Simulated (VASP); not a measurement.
Set up this calculation in VASP 6.6.1, as the native input.

| Quantity | Value |
| --- | --- |
| Task | single point |
| Functional | PBEsol |
| Potentials or basis | VASP PAW PBE potentials, release 64 (Si, Ge_d) |
| Cutoff | 520 eV |
| k mesh | 12 × 12 × 6 |
| Occupations | gaussian, width 0.03 eV |
| Spin | no spin polarisation |
| Dipole correction | no |
| Further INCAR settings | ALGO = Normal; EDIFF = 1e-06; NBANDS = 26 |

The structure of SiGe lies in POSCAR:

```
SiGe
1.0
    3.9004653870      0.0000000000      0.0000000000
   -1.9502326935      3.3779021117      0.0000000000
    0.0000000000      0.0000000000      6.4431565742
Si Ge
2 2
Direct
    0.6666666667      0.3333333333      0.8745463082
    0.3333333333      0.6666666667      0.3745463082
    0.6666666667      0.3333333333      0.4771721773
    0.3333333333      0.6666666667     -0.0228278227
```

This cell differs from its parent crystal: atoms shifted along a free coordinate.

The input as run:

INCAR

```
ALGO     = Normal         # electronic algorithm
EDIFF    = 1E-6           # SCF threshold, eV
ENCUT    = 520            # plane-wave cutoff, eV
GGA      = PS             # functional
ISIF     = 2              # what is computed and relaxed
ISMEAR   = 0              # smearing method
LASPH    = True           # aspherical terms in the spheres
LCHARG   = False          # write CHGCAR
LREAL    = False          # projectors in reciprocal space
LWAVE    = False          # write WAVECAR
NBANDS   = 26             # bands
NELM     = 60             # most SCF steps
PREC     = Accurate       # precision mode
SIGMA    = 0.03           # smearing width, eV
```

KPOINTS

```
k-points
0
Gamma
  12 12 6
```

Potentials or basis: VASP PAW PBE potentials, release 64 (Si, Ge_d).

Run with:

```console
$ cat potpaw_PBE.64/Si/POTCAR potpaw_PBE.64/Ge_d/POTCAR > POTCAR
$ mpirun -np 1 vasp_std > vasp.out
```

Results of the run:

```
Pressure               : 0.8 GPa
Largest force          : 1.385 eV/Å
Band gap on the k mesh : zero (bands 18 and 19 overlap by 0.19 eV)
```

Caveat: the cell differs from its parent crystal (atoms shifted along a free coordinate); the stress differs along the axes, from -4 to 3 GPa; semilocal functionals underestimate gaps, and a narrow one can read as zero; the PAW data sets were made with another functional, which shifts forces and pressure a little.

It took 2.5 min on 1 thread of Intel(R) Xeon(R) Platinum 8259CL CPU @ 2.50GHz (Skylake/Cascade Lake) (shared host), peak memory 0.28 GiB.
